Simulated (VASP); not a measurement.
The system is Ag.

```
Ag
1.0
     1.78116    1.02835    3.30294
    -1.78116    1.02835    3.30294
     0.00000   -2.05670    3.30294
Ag
2
Direct
  0.22754 0.22754 0.22754
  0.77246 0.77246 0.77246
```

```yaml
Program: VASP 6.6.1
Task: relaxation of cell and atoms
Functional: PBE
Potentials_or_basis: VASP PAW PBE potentials, release 64 (Ag)
Cutoff: 600 eV
k_mesh: 6 × 6 × 6
Occupations: gaussian, width 0.1 eV
Spin: no spin polarisation
```

At the start: pressure 26.4 GPa; volume 18.15 Å³/atom.

Problem. How do energy, volume and symmetry change on relaxing?

Solution. Over 31 steps the energy falls by 860.3 meV/atom and the volume is 17.94 Å³/atom (-1.2 %); space group R-3m (No. 166, to 0.1 Å) before and after.

The path:
| step | energy change (eV) | largest force (eV/Å) | pressure (GPa) | volume (Å³) |
| --- | --- | --- | --- | --- |
| 1 | 0.0000 | 4.4854 | 26.40 | 36.30 |
| 2 | -0.6749 | 0.0165 | -8.24 | 54.36 |
| 3 | -1.0026 | 0.7819 | -3.58 | 45.29 |
| 4 | -1.0033 | 0.8253 | -3.28 | 45.05 |
| 5 | -1.0034 | 0.8716 | -2.96 | 44.80 |
| 6 | -1.1075 | 0.6406 | -1.86 | 42.91 |
| 7 | -1.1778 | 0.0015 | 1.56 | 40.18 |
| 8 | -1.2179 | 0.2691 | 0.14 | 40.68 |
| 9 | -1.2729 | 0.9795 | -2.65 | 41.91 |
| 10 | -1.2756 | 0.8708 | -2.31 | 41.71 |
| 11 | -1.2946 | 0.8931 | -2.58 | 41.64 |
| 12 | -1.3407 | 0.9450 | -3.29 | 41.38 |
| 13 | -1.4226 | 1.0264 | -4.40 | 40.51 |
| 14 | -1.5299 | 0.9966 | -0.19 | 37.59 |
| 15 | -1.5136 | 1.0672 | -3.68 | 39.30 |
| 16 | -1.5409 | 1.0360 | -2.14 | 38.49 |
| 17 | -1.6136 | 0.8263 | -1.66 | 37.53 |
| 18 | -1.6914 | 0.0912 | 2.82 | 34.87 |
| 19 | -1.6953 | 0.2721 | 1.37 | 35.42 |
| 20 | -1.6956 | 0.2352 | 1.64 | 35.31 |
| 21 | -1.7116 | 0.0513 | -0.33 | 36.00 |
| 22 | -1.7126 | 0.0139 | -0.93 | 36.25 |
| 23 | -1.7165 | 0.0522 | -0.03 | 35.83 |
| 24 | -1.7174 | 0.0904 | 0.88 | 35.48 |
| 25 | -1.7191 | 0.0902 | 0.86 | 35.52 |
| 26 | -1.7191 | 0.0902 | 0.83 | 35.53 |
| 27 | -1.7204 | 0.0507 | -0.07 | 35.87 |
| 28 | -1.7204 | 0.0477 | -0.11 | 35.90 |
| 29 | -1.7203 | 0.0419 | -0.26 | 35.95 |
| 30 | -1.7204 | 0.0467 | -0.15 | 35.91 |
| 31 | -1.7205 | 0.0247 | -0.08 | 35.88 |

Final structure:
```cif
data_structure
_symmetry_space_group_name_H-M 'P 1'
_symmetry_Int_Tables_number 1
_cell_length_a 4.9960
_cell_length_b 4.9960
_cell_length_c 4.9960
_cell_angle_alpha 34.600
_cell_angle_beta 34.600
_cell_angle_gamma 34.600
_cell_volume 35.88
loop_
_atom_site_label
_atom_site_type_symbol
_atom_site_fract_x
_atom_site_fract_y
_atom_site_fract_z
_atom_site_occupancy
Ag1 Ag 0.24984 0.24984 0.24984 1
Ag2 Ag 0.75016 0.75016 0.75016 1
```

Caveat: a cell axis changed by over 15 % at a fixed basis, so the end point is rough.
